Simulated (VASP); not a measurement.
Runs of VASP 6.6.1 on BN (Qingsongite). The structure is cubic, space group F-43m (No. 216). Conventional cell: a = 3.615 Å, b = 3.615 Å, c = 3.615 Å, α = 90.00°, β = 90.00°, γ = 90.00°. Within 2.1 Å of B (site symmetry -43m) lie 4 N at 1.57 Å. N (site symmetry -43m) has 4 B at 1.57 Å within 2.1 Å. 

```csv
k mesh,gap on the mesh (eV),pressure (GPa)
4 × 4 × 4,4.44,4.0
10 × 10 × 10,4.46,3.3
7 × 7 × 7,(a),3.3
6 × 6 × 6,4.46,3.3
```

Alike in all rows: task single point; level PBE; potentials or basis VASP PAW PBE potentials, release 64 (B, N); no spin polarisation; cell as given; cutoff (eV) 520; smearing gaussian 0.01 eV.

Question: Estimate the missing entries.

Answer: (a) 4.71.

Caveats: some runs use coarse meshes.

A k mesh can miss the band edges.
